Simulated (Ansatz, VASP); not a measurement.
# NaH: VASP beside Ansatz

```
CELL_PARAMETERS angstrom
-0.03619 2.43119 2.40881
2.43501 -0.04049 2.41311
2.40915 2.40961 -0.01462
ATOMIC_POSITIONS crystal
Na 0.03107 0.97562 0.00268
H 0.49212 0.51441 0.52596
```

Alike in both runs: task single point; functional PBEsol; k mesh 6 × 6 × 6; occupations fermi-dirac, width 0.05 eV; no spin polarisation.

|  | VASP | Ansatz |
| --- | --- | --- |
| version | VASP 6.6.1 | Ansatz 0.2.0 |
| potentials or method | VASP PAW PBE potentials, release 64 (Na_pv, H), cutoff 520 eV | plane waves, PAW |
| valence electrons in the cell | 8 | 10 |

```tsv
	VASP	Ansatz	Ansatz less VASP
pressure (GPa)	-0.8	-0.8	+0.01
traceless stress, the component that is largest in VASP (GPa)	0.57	0.57	-0.002
rms of the force components (eV/Å)	0.076	0.075	-0.0011
```

VASP's potentials were made for PBE, not for PBEsol. Atom by atom the forces differ by 0.001 eV/Å (rms over components). With one functional, cell and mesh, what is left measures potentials, basis and numerics. VASP's potentials hold 8 valence electrons a cell and Ansatz's 10, so a difference there can come from the potentials and not from the codes. Ansatz's warnings: stress scf threshold loose.
